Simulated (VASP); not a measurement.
Input of a VASP 6.6.1 run:

INCAR

```
ALGO = Normal
EDIFF = 1E-6
ENCUT = 500
GGA = PE
GGA_COMPAT = F
ISIF = 2
ISMEAR = 0
LASPH = T
LCHARG = F
LREAL = F
LWAVE = F
NBANDS = 15
NELM = 120
PREC = Accurate
SIGMA = 0.1
```

KPOINTS

```
k-points
0
Gamma
  4 4 4
```

The input POSCAR:

```
RbBr
1.0
    4.0013109824      0.0000000000      0.0000000000
    0.0000000000      4.0013109824      0.0000000000
    0.0000000000      0.0000000000      4.0013109824
Rb Br
1 1
Direct
    0.0000000000      0.0000000000      0.0000000000
    0.5000000000      0.5000000000      0.5000000000
```

Potentials or basis: VASP PAW PBE potentials, release 64 (Rb_sv, Br).

Command:

```console
$ cat potpaw_PBE.64/Rb_sv/POTCAR potpaw_PBE.64/Br/POTCAR > POTCAR
$ mpirun -np 1 vasp_std > vasp.out
```

(1) Estimate the band gap on the k mesh.

(2) Predict the pressure.

## Answers

(1) 4.42 eV, indirect (least direct gap 4.57 eV).

(2) 2.9 GPa.
